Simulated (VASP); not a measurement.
# TiSi (rocksalt type) (Fm-3m) in VASP: further runs

Runs on TiSi (rocksalt type). Level: PBEsol. Tasks: single point, relaxation of cell and atoms.

Program: VASP 6.6.1. These are calculated values, not measurements. Logs are shortened: lines on timing, memory, paths and dates and some standing lists are left out, and cuts for length are marked.

## 1. The cell of the first run

The structure is cubic, space group Fm-3m (No. 225). Conventional cell: a = 4.686 Å, b = 4.686 Å, c = 4.686 Å, α = 90.00°, β = 90.00°, γ = 90.00°. Ti (site symmetry m-3m) has 6 Si at 2.34 Å within 3.1 Å. Within 3.1 Å of Si (site symmetry m-3m) lie 6 Ti at 2.34 Å.

## 2. Single point, PBEsol

The input, INCAR:

```
SYSTEM = TiSi
PREC     = Accurate       ! precision mode
ENCUT    = 520            ! plane-wave cutoff, eV
EDIFF    = 1E-7           ! SCF threshold, eV
ISMEAR   = -1             ! smearing method
SIGMA    = 0.1            ! smearing width, eV
LREAL    = .FALSE.        ! projectors in reciprocal space
LASPH    = .TRUE.         ! aspherical terms in the spheres
NELM     = 60             ! most SCF steps
ALGO     = Normal         ! electronic algorithm
ISIF     = 2              ! what is computed and relaxed
LWAVE    = .FALSE.        ! write WAVECAR
LCHARG   = .FALSE.        ! write CHGCAR
GGA      = PS             ! functional
NBANDS   = 15             ! bands
```

The input, KPOINTS:

```
regular mesh
0
G
  14 14 14
  0 0 0
```

The input, POSCAR:

```
TiSi
1.0
    0.0000000000      2.3429009313      2.3429009313
    2.3429009313      0.0000000000      2.3429009313
    2.3429009313      2.3429009313      0.0000000000
Ti Si
1 1
Direct
    0.0000000000      0.0000000000      0.0000000000
    0.5000000000      0.5000000000      0.5000000000
```

Potentials or basis: VASP PAW PBE potentials, release 64 (Ti_sv, Si).

The run is started by

```
> cat potpaw_PBE.64/Ti_sv/POTCAR potpaw_PBE.64/Si/POTCAR > POTCAR
> mpirun -np 1 vasp_std > vasp.out
```

OUTCAR:

```text
SYSTEM = TiSi
   PREC = Accurate
   ENCUT = 520
   EDIFF = 1E-7
   ISMEAR = -1
   LREAL = .FALSE.
   LASPH = .TRUE.
   NELM = 60
   ISIF = 2
   GGA = PS

 ion  position               nearest neighbor table
   1  0.000  0.000  0.000-   2 2.34   2 2.34   2 2.34   2 2.34   2 2.34   2 2.34
   2  0.500  0.500  0.500-   1 2.34   1 2.34   1 2.34   1 2.34   1 2.34   1 2.34

  LATTYP: Found a face centered cubic cell.
 ALAT       =     4.6858018626

  Lattice vectors:

 A1 = (   0.0000000000,   2.3429009313,   2.3429009313)
 A2 = (   2.3429009313,   0.0000000000,   2.3429009313)
 A3 = (   2.3429009313,   2.3429009313,   0.0000000000)

Analysis of symmetry for initial positions (statically):
=====================================================================
 Subroutine PRICEL returns:
 Original cell was already a primitive cell.

 Routine SETGRP: Setting up the symmetry group for a
 face centered cubic supercell.

 Subroutine GETGRP returns: Found 48 space group operations
 (whereof 48 operations were pure point group operations)
 out of a pool of 48 trial point group operations.

The static configuration has the point symmetry O_h .

Analysis of symmetry for dynamics (positions and initial velocities):
=====================================================================
 Subroutine PRICEL returns:
 Original cell was already a primitive cell.

 Routine SETGRP: Setting up the symmetry group for a
 face centered cubic supercell.

 Subroutine GETGRP returns: Found 48 space group operations
 (whereof 48 operations were pure point group operations)
 out of a pool of 48 trial point group operations.

The dynamic configuration has the point symmetry O_h .

 Subroutine INISYM returns: Found 48 space group operations
 (whereof 48 operations are pure point group operations),
 and found     1 'primitive' translations

----------------------------------------------------------------------------------------

                                     Primitive cell

  volume of cell :      25.7212

  direct lattice vectors                    reciprocal lattice vectors
     0.000000000  2.342900931  2.342900931    -0.213410645  0.213410645  0.213410645
     2.342900931  0.000000000  2.342900931     0.213410645 -0.213410645  0.213410645
     2.342900931  2.342900931  0.000000000     0.213410645  0.213410645 -0.213410645

  length of vectors
     3.313362272  3.313362272  3.313362272     0.369638081  0.369638081  0.369638081

  position of ions in fractional coordinates (direct lattice)
     0.000000000  0.000000000  0.000000000
     0.500000000  0.500000000  0.500000000

  ion indices of the primitive-cell ions
   primitive index   ion index
                 1           1
                 2           2

----------------------------------------------------------------------------------------

 KPOINTS: regular mesh

Automatic generation of k-mesh.
 Grid dimensions read from file:
 generate k-points for:   14   14   14

 Generating k-lattice:

  Cartesian coordinates                     Fractional coordinates (reciprocal lattice)
    -0.015243618  0.015243618  0.015243618     0.071428571  0.000000000  0.000000000
     0.015243618 -0.015243618  0.015243618     0.000000000  0.071428571  0.000000000
     0.015243618  0.015243618 -0.015243618     0.000000000  0.000000000  0.071428571

  Length of vectors
     0.026402720  0.026402720  0.026402720

  Shift w.r.t. Gamma in fractional coordinates (k-lattice)
     0.000000000  0.000000000  0.000000000

 Subroutine IBZKPT returns following result:
 ===========================================

 Found    104 irreducible k-points:

 Following reciprocal coordinates:
            Coordinates               Weight
  0.000000  0.000000  0.000000      1.000000
  0.071429  0.000000  0.000000      8.000000
  0.142857  0.000000  0.000000      8.000000
  0.214286  0.000000  0.000000      8.000000
  0.285714  0.000000  0.000000      8.000000
  0.357143  0.000000  0.000000      8.000000
[... 16 lines left out ...]
  0.214286  0.142857  0.000000     24.000000
  0.285714  0.142857  0.000000     24.000000
 [... further k-points ...]
   k-points           NKPTS =    104   k-points in BZ     NKDIM =    104   number of bands    NBANDS=     15
   number of dos      NEDOS =    301   number of ions     NIONS =      2
   total plane-waves  NPLWV =  21952
   dimension x,y,z NGX =    28 NGY =   28 NGZ =   28
   dimension x,y,z NGXF=    56 NGYF=   56 NGZF=   56
   ions per type =               1   1
   NGX,Y,Z   is equivalent  to a cutoff of  14.05, 14.05, 14.05 a.u.
   NGXF,Y,Z  is equivalent  to a cutoff of  28.10, 28.10, 28.10 a.u.
 SYSTEM =  TiSi
   PREC   = accura    normal or accurate (medium, high low for compatibility)
   ISTART =      0    job   : 0-new  1-cont  2-samecut
   ICHARG =      2    charge: 1-file 2-atom 10-const
   ISPIN  =      1    spin polarized calculation?
   LNONCOLLINEAR =      F non collinear calculations
   LSORBIT =      F    spin-orbit coupling
   LASPH  =      T    aspherical Exc in radial PAW
   ENCUT  =  520.0 eV  38.22 Ry    6.18 a.u.   6.16  6.16  6.16*2*pi/ulx,y,z
   NELM   =     60;   NELMIN=  2; NELMDL= -5     # of ELM steps
   EDIFF  = 0.1E-06   stopping-criterion for ELM
   LREAL  =      F    real-space projection
   EDIFFG = 0.1E-05   stopping-criterion for IOM
   NSW    =      0    number of steps for IOM
   IBRION =     -1    ionic relax: 0-MD 1-quasi-New 2-CG
   NFREE  =      0    steps in history (QN), initial steepest desc. (CG)
   ISIF   =      2    stress and relaxation
   ISYM   =      2    0-nonsym 1-usesym 2-fastsym
   POTIM  = 0.5000    time-step for ionic-motion
   TEBEG  =    0.0;   TEEND  =   0.0 temperature during run
   PSTRESS=    0.0 pullay stress
   NELECT =      16.0000    total number of electrons
   NUPDOWN=      -1.0000    fix difference up-down
   EMIN   =  10.00;   EMAX   =-10.00  energy-range for DOS
   EFERMI =   0.00;   METHOD = LEGACY
   ISMEAR =    -1;   SIGMA  =   0.10  broadening in eV -4-tet -1-fermi 0-gaus
   EFERMI_NEDOS =   21; number of points for ismear=-14 and -15
   IALGO  =     38    algorithm
   IMIX   =      4    mixing-type and parameters
     AMIX     =   0.40;   BMIX     =  1.00
     AMIX_MAG =   1.60;   BMIX_MAG =  1.00
  volume/ion in A,a.u.               =      12.86        86.79
  Fermi-wavevector in a.u.,A,eV,Ry     =   1.397497  2.640887 26.572151  1.952998
  Thomas-Fermi vector in A             =   2.520748
   LORBIT       =      0    0 simple, 1 ext, 2 COOP (PROOUT), +10 PAW based schemes
   GGA     = PS    functional components
   LHFCALC =     F    Hartree Fock is set to
   AEXX    =    0.0000 exact exchange contribution
   IVDW    =     0    specifies the selected vdW correction
   LEPSILON=     F    determine dielectric tensor
   LRPA    =     F    only Hartree local field effects (RPA)
 non-spin polarized calculation
  energy-cutoff  :      520.00
  volume of cell :       25.72
 maximum number of plane-waves:       702
 NGX is ok and might be reduce to    28
   NGX = 13   NGY = 13   NGZ = 13

 number of electron      15.9999999 magnetization

 Free energy of the ion-electron system (eV)
  ---------------------------------------------------
  ext. energy  EPLUGINS =         0.00000000
  ---------------------------------------------------
  free energy    TOTEN  =       -14.40691386 eV

  energy without entropy =      -14.38916462  energy(sigma->0) =      -14.39803924

 E-fermi :  11.0805     XC(G=0): -12.3678

 val. band max:       11.0420707347   @ k =   0.2143   0.1429   0.0000
 cond. band min:      11.1182887522   @ k =   0.2143   0.1429   0.0714
 fundamental gap:      0.0762180175
 Fermi energy:        11.0804751184

 k-point     1 :       0.0000    0.0000    0.0000
  band No.  band energies     occupation
      1     -44.8054      2.00000
      2     -21.1765      2.00000
      3     -21.1765      2.00000
      4     -21.1765      2.00000
      5      -0.2487      2.00000
      6      10.8451      1.82641
      7      10.8451      1.82641
      8      10.8451      1.82641
      9      11.4953      0.03108
     10      11.4953      0.03108
     11      15.6645      0.00000
     12      15.6645      0.00000
     13      15.6645      0.00000
     14      21.4668      0.00000
     15      24.5631      0.00000

 k-point     2 :       0.0714    0.0000    0.0000
  band No.  band energies     occupation
      1     -44.8038      2.00000
      2     -21.1909      2.00000
      3     -21.1783      2.00000
      4     -21.1783      2.00000
      5      -0.1333      2.00000
      6      10.6341      1.97723
      7      10.8590      1.80322
      8      10.8590      1.80322
      9      11.3613      0.11379
     10      11.3613      0.11379
     11      15.5124      0.00000
     12      15.9698      0.00000
     13      15.9698      0.00000
     14      21.4823      0.00000
     15      24.4615      0.00000

 k-point     3 :       0.1429    0.0000    0.0000
  band No.  band energies     occupation
      1     -44.7993      2.00000
      2     -21.2309      2.00000
      3     -21.1833      2.00000
      4     -21.1833      2.00000
      5       0.2075      2.00000
      6      10.0414      1.99994
      7      10.6128      1.98156
      8      10.6128      1.98156
      9      11.3863      0.08973
     10      11.3863      0.08973
     11      15.1667      0.00000
     12      16.7270      0.00000
     13      16.7270      0.00000
     14      21.2711      0.00000
     15      24.0811      0.00000
[... 343 lines left out ...]
 k-point    23 :       0.2143    0.1429    0.0000
  band No.  band energies     occupation
      1     -44.7924      2.00000
      2     -21.2658      2.00000
      3     -21.2041      2.00000
      4     -21.2018      2.00000
      5       0.7359      2.00000
      6       9.4068      2.00000
      7       9.8523      1.99999
      8      10.6961      1.95807
      9      11.0421      1.18970
     10      11.8789      0.00068
     11      15.7147      0.00000
     12      16.2448      0.00000
     13      17.5948      0.00000
     14      21.4979      0.00000
     15      22.9156      0.00000

 k-point    24 :       0.2857    0.1429    0.0000
  band No.  band energies     occupation
      1     -44.7861      2.00000
      2     -21.3166      2.00000
      3     -21.2131      2.00000
      4     -21.2099      2.00000
      5       1.3139      2.00000
      6       8.6418      2.00000
      7       9.3498      2.00000
      8      10.3114      1.99909
      9      11.4309      0.05838
     10      12.3175      0.00001
     11      15.2696      0.00000
     12      16.6472      0.00000
     13      18.5874      0.00000
     14      20.9682      0.00000
     15      21.7693      0.00000

 [... further k-points ...]

------------------------ aborting loop because EDIFF is reached ----------------------------------------

  FORCE on cell =-STRESS in cart. coord.  units (eV):
  Direction    XX          YY          ZZ          XY          YZ          ZX
  --------------------------------------------------------------------------------------
  -------------------------------------------------------------------------------------
  Total        6.4474997      6.4474997      6.4474997      0.0000000      0.0000000      0.0000000
  in kB      401.6152010    401.6152010    401.6152010      0.0000000      0.0000000      0.0000000
  external PRESSURE =     401.6152010 kB  Pullay stress =       0.0000000 kB

 VOLUME and BASIS-vectors are now :
 -----------------------------------------------------------------------------
  energy-cutoff  :      520.00
  volume of cell :       25.72
      direct lattice vectors                 reciprocal lattice vectors
     0.000000000  2.342900931  2.342900931    -0.213410645  0.213410645  0.213410645
     2.342900931  0.000000000  2.342900931     0.213410645 -0.213410645  0.213410645
     2.342900931  2.342900931  0.000000000     0.213410645  0.213410645 -0.213410645

 POSITION                                       TOTAL-FORCE (eV/Angst)
 -----------------------------------------------------------------------------------
      0.00000      0.00000      0.00000        -0.000000      0.000000      0.000000
      2.34290      2.34290      2.34290         0.000000     -0.000000     -0.000000
 -----------------------------------------------------------------------------------
    total drift:                               -0.000000      0.000000      0.000000

  FREE ENERGIE OF THE ION-ELECTRON SYSTEM (eV)
  ---------------------------------------------------
  free  energy   TOTEN  =       -14.4069138570 eV

  energy  without entropy=      -14.3891646249  energy(sigma->0) =      -14.39803924
```

Wall time 38 s (1 thread of Intel Xeon Platinum 8488C (Sapphire Rapids), shared host); peak memory 0.18 GiB.

What came out:

| Quantity | Value |
| --- | --- |
| Free energy | -14.4069 eV |
| Pressure | 40.2 GPa |
| Band gap on the k mesh | zero (bands 8 and 9 overlap by 1.22 eV) |

Caveat: the cell stands under pressure; the PAW data sets were made with another functional, which shifts forces and pressure a little.

## 3. Single point, PBEsol

The input, INCAR:

```
ALGO = Normal
EDIFF = 1E-7
ENCUT = 520
GGA = PS
ISIF = 2
ISMEAR = -1
LASPH = True
LCHARG = False
LREAL = False
LWAVE = False
NBANDS = 15
NELM = 100
PREC = Accurate
SIGMA = 0.1
```

The input, KPOINTS:

```
k-points
0
Gamma
  14 14 14
```

The input, POSCAR:

```
TiSi
1.0
    0.0000000000      2.3427539145      2.3427539145
    2.3427539145      0.0000000000      2.3427539145
    2.3427539145      2.3427539145      0.0000000000
Ti Si
1 1
Direct
    0.0000000000      0.0000000000      0.0000000000
    0.5000000000      0.5000000000      0.5000000000
```

Potentials or basis: VASP PAW PBE potentials, release 64 (Ti_sv, Si).

The run is started by

```
> cat potpaw_PBE.64/Ti_sv/POTCAR potpaw_PBE.64/Si/POTCAR > POTCAR
> mpirun -np 1 vasp_std > vasp.out
```

OUTCAR:

```text
EDIFF = 1E-7
   ENCUT = 520
   GGA = PS
   ISIF = 2
   ISMEAR = -1
   LASPH = True
   LREAL = False
   NELM = 100
   PREC = Accurate

 ion  position               nearest neighbor table
   1  0.000  0.000  0.000-   2 2.34   2 2.34   2 2.34   2 2.34   2 2.34   2 2.34
   2  0.500  0.500  0.500-   1 2.34   1 2.34   1 2.34   1 2.34   1 2.34   1 2.34

  LATTYP: Found a face centered cubic cell.
 ALAT       =     4.6855078290

  Lattice vectors:

[... 618 lines left out ...]

------------------------ aborting loop because EDIFF is reached ----------------------------------------

  FORCE on cell =-STRESS in cart. coord.  units (eV):
  Direction    XX          YY          ZZ          XY          YZ          ZX
  --------------------------------------------------------------------------------------
  -------------------------------------------------------------------------------------
  Total        6.4540733      6.4540733      6.4540733     -0.0000000     -0.0000000      0.0000000
  in kB      402.1003602    402.1003602    402.1003602     -0.0000000     -0.0000000      0.0000000
  external PRESSURE =     402.1003602 kB  Pullay stress =       0.0000000 kB

 VOLUME and BASIS-vectors are now :
 -----------------------------------------------------------------------------
  energy-cutoff  :      520.00
  volume of cell :       25.72
      direct lattice vectors                 reciprocal lattice vectors
     0.000000000  2.342753914  2.342753914    -0.213424038  0.213424038  0.213424038
     2.342753914  0.000000000  2.342753914     0.213424038 -0.213424038  0.213424038
     2.342753914  2.342753914  0.000000000     0.213424038  0.213424038 -0.213424038

 POSITION                                       TOTAL-FORCE (eV/Angst)
 -----------------------------------------------------------------------------------
      0.00000      0.00000      0.00000         0.000000     -0.000000     -0.000000
      2.34275      2.34275      2.34275        -0.000000      0.000000      0.000000
 -----------------------------------------------------------------------------------
    total drift:                               -0.000000     -0.000000      0.000000

  FREE ENERGIE OF THE ION-ELECTRON SYSTEM (eV)
  ---------------------------------------------------
  free  energy   TOTEN  =       -14.4056993945 eV

  energy  without entropy=      -14.3879518115  energy(sigma->0) =      -14.39682560
```

stdout:

```text
POSCAR found type information on POSCAR TiSi
 POSCAR found :  2 types and       2 ions
 scaLAPACK will be used
 -----------------------------------------------------------------------------
|                                                                             |
|                                                                             |
|     You enforced a specific xc type in the INCAR file but a different       |
|     I HOPE YOU KNOW WHAT YOU ARE DOING!                                     |
|                                                                             |
 -----------------------------------------------------------------------------

 LDA part: xc-table for (Slater+PW92), standard interpolation
 POSCAR, INCAR and KPOINTS ok, starting setup
 FFT: planning ... GRIDC
 FFT: planning ... GRID_SOFT
 FFT: planning ... GRID
 WAVECAR not read
 entering main loop
```

Run time: 40 s. Hardware: 1 thread of Intel Xeon Platinum 8488C (Sapphire Rapids), shared host; peak memory 0.18 GiB.

What came out:

- Free energy: -14.4057 eV
- Pressure: 40.2 GPa
- Band gap on the k mesh: zero (bands 8 and 9 overlap by 1.22 eV)

Caveat: the cell stands under pressure; the PAW data sets were made with another functional, which shifts forces and pressure a little.

[end of part 1 of 2]

The gap in the log of VASP goes by the Fermi energy; the results here count the filled bands.